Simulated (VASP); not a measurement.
Runs of VASP 6.6.1 on NaF. The structure is that of space group Fm-3m (No. 225), or close to it. The cells are those of the table. 

```csv
level,cell,cutoff (eV),gap on the mesh (eV),pressure (GPa)
PBE,"a = 3.159 Å, angles 60.0°, 2 atoms",600,6.94,9.6
PBE,"a = 3.224 Å, angles 60.0°, 2 atoms",600,6.57,4.9
r2SCAN,"a = 3.224 Å, angles 60.0°, 2 atoms",660,(c),(b)
PBE,"a = 3.288 Å, angles 60.0°, 2 atoms",600,6.25,(a)
```

Alike in all rows: task single point; potentials or basis VASP PAW PBE potentials, release 64 (Na_pv, F); no spin polarisation; k mesh 4 × 4 × 4; smearing gaussian 0.01 eV.

**Question.** Estimate the missing entries.

**Answer.** (a) 1.4; (b) 0.5; (c) 7.46.

Caveats: all runs use coarse meshes; the PAW data sets were made with another functional, which shifts forces and pressure a little (at least some runs).

